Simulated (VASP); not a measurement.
# TePb (P6_3/mmc) in VASP: settings compared

The runs below take TePb through single point, with HSE06, PBE0.

All numbers are computed with VASP 6.6.1; they aren't measurements. Logs are shortened: lines on timing, memory, paths and dates and some standing lists are left out, and cuts for length are marked.

## Step 1: The cell of the first run

It takes space group P6_3/mmc (No. 194, hexagonal). Conventional cell: a = 5.498 Å, b = 5.498 Å, c = 6.575 Å, α = 90.00°, β = 90.00°, γ = 120.00°. Pb (site symmetry -6m2) has 5 Te at 3.17 to 3.29 Å within 4.2 Å. Within 4.2 Å of Te (site symmetry -6m2) lie 5 Pb at 3.17 to 3.29 Å.

## Step 2: Single point, HSE06

POSCAR reads:

```
TePb
1.0
    5.4983762723      0.0000000000      0.0000000000
   -2.7491881361      4.7617335314      0.0000000000
    0.0000000000      0.0000000000      6.5752494861
Pb Te
2 2
Direct
    0.3333333333      0.6666666667      0.2500000000
    0.6666666667      0.3333333333      0.7500000000
    0.6666666667      0.3333333333      0.2500000000
    0.3333333333      0.6666666667      0.7500000000
```

INCAR.step1 reads:

```
SYSTEM = TePb
  PREC = Accurate
  ENCUT = 520
  EDIFF = 1E-5
  ISMEAR = 0
  SIGMA = 0.01
  LREAL = .FALSE.
  LASPH = .TRUE.
  NELM = 100
  ALGO = Normal
  ISIF = 2
  LWAVE = .TRUE.
  LCHARG = .FALSE.
  GGA = PE
  NBANDS = 28
```

INCAR.step2 reads:

```
SYSTEM = TePb
  PREC = Accurate
  ENCUT = 520
  EDIFF = 1E-7
  ISMEAR = 0
  SIGMA = 0.01
  LREAL = .FALSE.
  LASPH = .TRUE.
  NELM = 100
  ALGO = Normal
  ISIF = 2
  LWAVE = .FALSE.
  LCHARG = .FALSE.
  GGA = PE
  LHFCALC = .TRUE.
  HFSCREEN = 0.2079
  PRECFOCK = Normal
  ISTART = 1
  NBANDS = 28
```

KPOINTS reads:

```
regular mesh
0
G
  3 3 2
  0 0 0
```

Potentials or basis: VASP PAW PBE potentials, release 64 (Pb_d, Te).

Run with:

```console
> cat potpaw_PBE.64/Pb_d/POTCAR potpaw_PBE.64/Te/POTCAR > POTCAR
> cp INCAR.step1 INCAR
> mpirun -np 1 vasp_std > vasp.out
> cp INCAR.step2 INCAR
> mpirun -np 1 vasp_std > vasp.out
```

OUTCAR:

```text
SYSTEM = TePb
   PREC = Accurate
   ENCUT = 520
   EDIFF = 1E-7
   ISMEAR = 0
   LREAL = .FALSE.
   LASPH = .TRUE.
   NELM = 100
   ISIF = 2
   GGA = PE
   LHFCALC = .TRUE.
   HFSCREEN = 0.2079
   PRECFOCK = Normal
   ISTART = 1

 ion  position               nearest neighbor table
   1  0.333  0.667  0.250-   3 3.17   3 3.17   3 3.17   4 3.29   4 3.29
   2  0.667  0.333  0.750-   4 3.17   4 3.17   4 3.17   3 3.29   3 3.29
   3  0.667  0.333  0.250-   1 3.17   1 3.17   1 3.17   2 3.29   2 3.29
   4  0.333  0.667  0.750-   2 3.17   2 3.17   2 3.17   1 3.29   1 3.29

  LATTYP: Found a hexagonal cell.
 ALAT       =     5.4983762723
 C/A-ratio  =     1.1958529501

  Lattice vectors:

 A1 = (   5.4983762723,   0.0000000000,   0.0000000000)
 A2 = (  -2.7491881361,   4.7617335314,   0.0000000000)
 A3 = (   0.0000000000,   0.0000000000,   6.5752494861)

Analysis of symmetry for initial positions (statically):
=====================================================================
 Subroutine PRICEL returns:
 Original cell was already a primitive cell.

 Routine SETGRP: Setting up the symmetry group for a
 hexagonal supercell.

 Subroutine GETGRP returns: Found 24 space group operations
 (whereof 12 operations were pure point group operations)
 out of a pool of 24 trial point group operations.

The static configuration has the point symmetry D_3d.
 The point group associated with its full space group is D_6h.

Analysis of symmetry for dynamics (positions and initial velocities):
=====================================================================
 Subroutine PRICEL returns:
 Original cell was already a primitive cell.

 Routine SETGRP: Setting up the symmetry group for a
 hexagonal supercell.

 Subroutine GETGRP returns: Found 24 space group operations
 (whereof 12 operations were pure point group operations)
 out of a pool of 24 trial point group operations.

The dynamic configuration has the point symmetry D_3d.
 The point group associated with its full space group is D_6h.

 Subroutine INISYM returns: Found 24 space group operations
 (whereof 12 operations are pure point group operations),
 and found     1 'primitive' translations

----------------------------------------------------------------------------------------

                                     Primitive cell

  volume of cell :     172.1519

  direct lattice vectors                    reciprocal lattice vectors
     5.498376272  0.000000000  0.000000000     0.181871875  0.105003776  0.000000000
    -2.749188136  4.761733531  0.000000000     0.000000000  0.210007552  0.000000000
     0.000000000  0.000000000  6.575249486     0.000000000  0.000000000  0.152085484

  length of vectors
     5.498376272  5.498376272  6.575249486     0.210007552  0.210007552  0.152085484

  position of ions in fractional coordinates (direct lattice)
     0.333333333  0.666666667  0.250000000
     0.666666667  0.333333333  0.750000000
     0.666666667  0.333333333  0.250000000
     0.333333333  0.666666667  0.750000000

  ion indices of the primitive-cell ions
   primitive index   ion index
                 1           1
                 2           2
                 3           3
                 4           4

----------------------------------------------------------------------------------------

 KPOINTS: regular mesh

Automatic generation of k-mesh.
 Grid dimensions read from file:
 generate k-points for:    3    3    2

 Generating k-lattice:

  Cartesian coordinates                     Fractional coordinates (reciprocal lattice)
     0.060623958  0.035001259  0.000000000     0.333333333  0.000000000  0.000000000
     0.000000000  0.070002517  0.000000000     0.000000000  0.333333333  0.000000000
     0.000000000  0.000000000  0.076042742     0.000000000  0.000000000  0.500000000

  Length of vectors
     0.070002517  0.070002517  0.076042742

  Shift w.r.t. Gamma in fractional coordinates (k-lattice)
     0.000000000  0.000000000  0.000000000

 Subroutine IBZKPT returns following result:
 ===========================================

 Found      6 irreducible k-points:

 Following reciprocal coordinates:
            Coordinates               Weight
  0.000000  0.000000  0.000000      1.000000
  0.333333 -0.000000  0.000000      6.000000
  0.333333  0.333333  0.000000      2.000000
  0.000000  0.000000  0.500000      1.000000
  0.333333 -0.000000  0.500000      6.000000
  0.333333  0.333333  0.500000      2.000000
   k-points           NKPTS =      6   k-points in BZ     NKDIM =     18   number of bands    NBANDS=     28
   number of dos      NEDOS =    301   number of ions     NIONS =      4
   total plane-waves  NPLWV =  88200
   dimension x,y,z NGX =    42 NGY =   42 NGZ =   50
   dimension x,y,z NGXF=    84 NGYF=   84 NGZF=  100
   ions per type =               2   2
   NGX,Y,Z   is equivalent  to a cutoff of  12.70, 12.70, 12.64 a.u.
   NGXF,Y,Z  is equivalent  to a cutoff of  25.40, 25.40, 25.28 a.u.
 SYSTEM =  TePb
   PREC   = accura    normal or accurate (medium, high low for compatibility)
   ISTART =      1    job   : 0-new  1-cont  2-samecut
   ICHARG =      0    charge: 1-file 2-atom 10-const
   ISPIN  =      1    spin polarized calculation?
   LNONCOLLINEAR =      F non collinear calculations
   LSORBIT =      F    spin-orbit coupling
   LASPH  =      T    aspherical Exc in radial PAW
   ENCUT  =  520.0 eV  38.22 Ry    6.18 a.u.  10.22 10.22 12.23*2*pi/ulx,y,z
   NELM   =    100;   NELMIN=  2; NELMDL=  0     # of ELM steps
   EDIFF  = 0.1E-06   stopping-criterion for ELM
   LREAL  =      F    real-space projection
   EDIFFG = 0.1E-05   stopping-criterion for IOM
   NSW    =      0    number of steps for IOM
   IBRION =     -1    ionic relax: 0-MD 1-quasi-New 2-CG
   NFREE  =      0    steps in history (QN), initial steepest desc. (CG)
   ISIF   =      2    stress and relaxation
   ISYM   =      3    0-nonsym 1-usesym 2-fastsym
   POTIM  = 0.5000    time-step for ionic-motion
   TEBEG  =    0.0;   TEEND  =   0.0 temperature during run
   PSTRESS=    0.0 pullay stress
   NELECT =      40.0000    total number of electrons
   NUPDOWN=      -1.0000    fix difference up-down
   EMIN   =  10.00;   EMAX   =-10.00  energy-range for DOS
   EFERMI =   0.00;   METHOD = LEGACY
   ISMEAR =     0;   SIGMA  =   0.01  broadening in eV -4-tet -1-fermi 0-gaus
   EFERMI_NEDOS =   21; number of points for ismear=-14 and -15
   IALGO  =     38    algorithm
   IMIX   =      1    mixing-type and parameters
     AMIX     =   0.40;   BMIX     =  1.00
     AMIX_MAG =   1.60;   BMIX_MAG =  1.00
  volume/ion in A,a.u.               =      43.04       290.43
  Fermi-wavevector in a.u.,A,eV,Ry     =   1.006447  1.901909 13.781824  1.012936
  Thomas-Fermi vector in A             =   2.139190
   LORBIT       =      0    0 simple, 1 ext, 2 COOP (PROOUT), +10 PAW based schemes
   GGA     = PE    functional components
   LHFCALC =     T    Hartree Fock is set to
   PRECFOCK=normal    Normal, Fast or Accurate (Low or Medium for compatibility)
   ENCUT4O =  -1.0   cutoff for four orbital integrals eV
   NKREDX  =     1    reduce k-point grid by
   NKREDY  =     1    reduce k-point grid by
   NKREDZ  =     1    reduce k-point grid by
   AEXX    =    0.2500 exact exchange contribution
   HFSCREEN=    0.2079 screening length (either q_TF or 0.3 A-1)
   HFSCREENC=   0.2079 screening length for correlation (either q_TF or 0.3 A-1)
   ENCUTFOCK=  -1.0 apply spherical cutoff to Coloumb kernel
   IVDW    =     0    specifies the selected vdW correction
   LEPSILON=     F    determine dielectric tensor
   LRPA    =     F    only Hartree local field effects (RPA)
 non-spin polarized calculation
 Gauss-broadening in eV      SIGMA  =   0.01
  energy-cutoff  :      520.00
  volume of cell :      172.15
 maximum number of plane-waves:      4656
 NGX is ok and might be reduce to    42
  NGX = 32; NGY = 32; NGZ = 40

 number of electron      40.0000003 magnetization

 Free energy of the ion-electron system (eV)
  ---------------------------------------------------
  ext. energy  EPLUGINS =         0.00000000
  ---------------------------------------------------
  free energy    TOTEN  =       -17.18345372 eV

  energy without entropy =      -17.18345372  energy(sigma->0) =      -17.18345372

 E-fermi :   3.3170     XC(G=0):  -6.6779

 val. band max:        3.2387229193   @ k =   0.3333   0.3333   0.5000
 cond. band min:       4.7851443731   @ k =   0.3333   0.3333   0.5000
 fundamental gap:      1.5464214538
 Fermi energy:         3.3169587428

 k-point     1 :       0.0000    0.0000    0.0000
  band No.  band energies     occupation
      1     -15.4931      2.00000
      2     -15.4464      2.00000
      3     -15.4294      2.00000
      4     -15.4294      2.00000
      5     -15.4218      2.00000
      6     -15.4218      2.00000
[... 20 lines left out ...]
     27       9.3218      0.00000
     28       9.3218      0.00000

 k-point     2 :       0.3333   -0.0000    0.0000
  band No.  band energies     occupation
      1     -15.4841      2.00000
      2     -15.4550      2.00000
      3     -15.4314      2.00000
      4     -15.4279      2.00000
      5     -15.4210      2.00000
      6     -15.4199      2.00000
[... 20 lines left out ...]
     27       8.8919      0.00000
     28       9.7220      0.00000

 k-point     3 :       0.3333    0.3333    0.0000
  band No.  band energies     occupation
      1     -15.4697      2.00000
      2     -15.4697      2.00000
      3     -15.4336      2.00000
      4     -15.4214      2.00000
      5     -15.4214      2.00000
      6     -15.4197      2.00000
[... 20 lines left out ...]
     27       8.6430      0.00000
     28      10.0676      0.00000

 k-point     4 :       0.0000    0.0000    0.5000
  band No.  band energies     occupation
      1     -15.4671      2.00000
      2     -15.4671      2.00000
      3     -15.4301      2.00000
      4     -15.4301      2.00000
      5     -15.4301      2.00000
      6     -15.4301      2.00000
[... 20 lines left out ...]
     27       8.8992      0.00000
     28       8.8992      0.00000

 k-point     5 :       0.3333   -0.0000    0.5000
  band No.  band energies     occupation
      1     -15.4633      2.00000
      2     -15.4633      2.00000
      3     -15.4274      2.00000
      4     -15.4274      2.00000
      5     -15.4259      2.00000
      6     -15.4259      2.00000
[... 20 lines left out ...]
     27      10.4667      0.00000
     28      10.4667      0.00000

 k-point     6 :       0.3333    0.3333    0.5000
  band No.  band energies     occupation
      1     -15.4607      2.00000
      2     -15.4607      2.00000
      3     -15.4268      2.00000
      4     -15.4268      2.00000
      5     -15.4233      2.00000
      6     -15.4233      2.00000
[... 20 lines left out ...]
     27       9.3875      0.00000
     28       9.3875      0.00000

------------------------ aborting loop because EDIFF is reached ----------------------------------------

  FORCE on cell =-STRESS in cart. coord.  units (eV):
  Direction    XX          YY          ZZ          XY          YZ          ZX
  --------------------------------------------------------------------------------------
  -------------------------------------------------------------------------------------
  Total       -1.1141914     -1.1141914      2.7871467     -0.0000000     -0.0000000     -0.0000000
  in kB      -10.3695190    -10.3695190     25.9393226     -0.0000000     -0.0000000     -0.0000000
  external PRESSURE =       1.7334282 kB  Pullay stress =       0.0000000 kB

 VOLUME and BASIS-vectors are now :
 -----------------------------------------------------------------------------
  energy-cutoff  :      520.00
  volume of cell :      172.15
      direct lattice vectors                 reciprocal lattice vectors
     5.498376272  0.000000000  0.000000000     0.181871875  0.105003776  0.000000000
    -2.749188136  4.761733531  0.000000000     0.000000000  0.210007552  0.000000000
     0.000000000  0.000000000  6.575249486     0.000000000  0.000000000  0.152085484

 POSITION                                       TOTAL-FORCE (eV/Angst)
 -----------------------------------------------------------------------------------
     -0.00000      3.17449      1.64381         0.000000      0.000000      0.000000
      2.74919      1.58724      4.93144        -0.000000     -0.000000     -0.000000
      2.74919      1.58724      1.64381         0.000000     -0.000000      0.000000
     -0.00000      3.17449      4.93144        -0.000000      0.000000      0.000000
 -----------------------------------------------------------------------------------
    total drift:                                0.000000     -0.000000      0.000000

  FREE ENERGIE OF THE ION-ELECTRON SYSTEM (eV)
  ---------------------------------------------------
  free  energy   TOTEN  =       -17.1834537224 eV

  energy  without entropy=      -17.1834537224  energy(sigma->0) =      -17.18345372
```

Run time: 38 min. Hardware: 1 thread of Intel Xeon Platinum 8259CL at 2.50GHz (Skylake/Cascade Lake), shared host; peak memory 0.43 GiB.

Results:

- Free energy: -17.1835 eV
- Pressure: 0.2 GPa
- Band gap on the k mesh: 1.55 eV, direct

Levels at points of the mesh, in eV from the valence-band top:
```csv
k point,band 17,band 18,band 19,band 20,band 21,band 22,band 23,band 24
"(0.00, 0.00, 0.00)",-2.98,-1.58,-1.58,-1.56,1.74,1.74,3.41,3.41
"(0.00, 0.00, 0.50)",-2.33,-2.33,-1.35,-1.35,2.25,2.25,2.25,2.25
```

Caveat: the k points lie up to 0.48 Å⁻¹ apart; the PAW data sets were made with another functional, which shifts forces and pressure a little; spin-orbit coupling is left out, which moves the levels of the heavy elements. A k mesh can miss the band edges.

## Step 3: Single point, PBE0

POSCAR is that of step 2.

INCAR.step1 reads:

```
PREC     = Accurate       # precision mode
ENCUT    = 520            # plane-wave cutoff, eV
EDIFF    = 1E-5           # SCF threshold, eV
ISMEAR   = 0              # smearing method
SIGMA    = 0.01           # smearing width, eV
LREAL    = F              # projectors in reciprocal space
LASPH    = T              # aspherical terms in the spheres
NELM     = 100            # most SCF steps
ALGO     = Normal         # electronic algorithm
ISIF     = 2              # what is computed and relaxed
LWAVE    = T              # write WAVECAR
NBANDS   = 28             # bands
GGA      = PE             # functional
```

INCAR.step2 reads:

```
PREC     = Accurate       # precision mode
ENCUT    = 520            # plane-wave cutoff, eV
EDIFF    = 1E-6           # SCF threshold, eV
ISMEAR   = 0              # smearing method
SIGMA    = 0.01           # smearing width, eV
LREAL    = F              # projectors in reciprocal space
LASPH    = T              # aspherical terms in the spheres
NELM     = 100            # most SCF steps
ALGO     = Normal         # electronic algorithm
ISIF     = 2              # what is computed and relaxed
LWAVE    = F              # write WAVECAR
LCHARG   = T              # write CHGCAR
GGA      = PE             # functional
LHFCALC  = T              # exact exchange
AEXX     = 0.25           # exact-exchange fraction
PRECFOCK = Normal       
LELF     = T              # ELF
LVHAR    = T            
NBANDS   = 28             # bands
ISTART   = 1
```

KPOINTS reads:

```
Automatic mesh
0
Gamma
  3 3 2
```

Potentials or basis: VASP PAW PBE potentials, release 64 (Pb_d, Te).

Run with:

```console
> cat potpaw_PBE.64/Pb_d/POTCAR potpaw_PBE.64/Te/POTCAR > POTCAR
> cp INCAR.step1 INCAR
> mpirun -np 1 vasp_std > vasp.out
> cp INCAR.step2 INCAR
> mpirun -np 1 vasp_std > vasp.out
```

Wall time 22 min (1 thread of Intel Xeon Platinum 8259CL at 2.50GHz (Skylake/Cascade Lake), shared host); peak memory 0.33 GiB.

The run converged. Its results:

```yaml
Free_energy: -19.2833 eV
Pressure: 0.1 GPa
Band_gap_on_the_k_mesh: 2.24 eV, direct
```

Stress tensor (GPa, compression positive):
```
-1.17  0.00  0.00
 0.00 -1.17  0.00
 0.00  0.00  2.49
```

Levels at points of the mesh, in eV from the valence-band top:
```
           k point  band 18  band 19  band 20  band 21  band 22  band 23
(0.00, 0.00, 0.00)    -1.60    -1.60    -1.57     2.43     2.43     4.12
(0.00, 0.00, 0.50)    -2.36    -1.39    -1.39     2.94     2.94     2.94
```

Caveat: the k points lie up to 0.48 Å⁻¹ apart; the PAW data sets were made with another functional, which shifts forces and pressure a little; spin-orbit coupling is left out, which moves the levels of the heavy elements. A k mesh can miss the band edges.
